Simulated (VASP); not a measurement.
Here is a VASP 6.6.1 calculation.

INCAR

```
ALGO = Normal
EDIFF = 1E-6
ENCUT = 520
GGA = PS
ISIF = 2
ISMEAR = 0
LASPH = T
LCHARG = F
LREAL = F
LWAVE = F
NBANDS = 26
NELM = 60
PREC = Accurate
SIGMA = 0.01
```

Contents of KPOINTS:

```
k-points
0
Gamma
  9 9 4
```

Contents of POSCAR:

```
CdS
1.0
    4.1245340297      0.0000000000      0.0000000000
   -2.0622670149      3.5719512485      0.0000000000
    0.0000000000      0.0000000000      6.7092066191
Cd S
2 2
Direct
    0.3333333333      0.6666666667     -0.0275767485
    0.6666666667      0.3333333333      0.4724232515
    0.3333333333      0.6666666667      0.4045767485
    0.6666666667      0.3333333333      0.9045767485
```

Potentials or basis: VASP PAW PBE potentials, release 64 (Cd, S).

Launch:

```console
$ cat potpaw_PBE.64/Cd/POTCAR potpaw_PBE.64/S/POTCAR > POTCAR
$ mpirun -np 1 vasp_std > vasp.out
```

Question: What does it give for the band gap on the k mesh?

Answer: 1.27 eV.

Question: Estimate the pressure.

Answer: 2.4 GPa.

Forces on the atoms (eV/Å):
```
Cd   0.000  0.000  0.709
Cd   0.000  0.000  0.709
S    0.000  0.000 -0.709
S    0.000  0.000 -0.709
```

Caveat: the cell differs from its parent crystal (atoms displaced along a vibrational mode); the PAW data sets were made with another functional, which shifts forces and pressure a little.
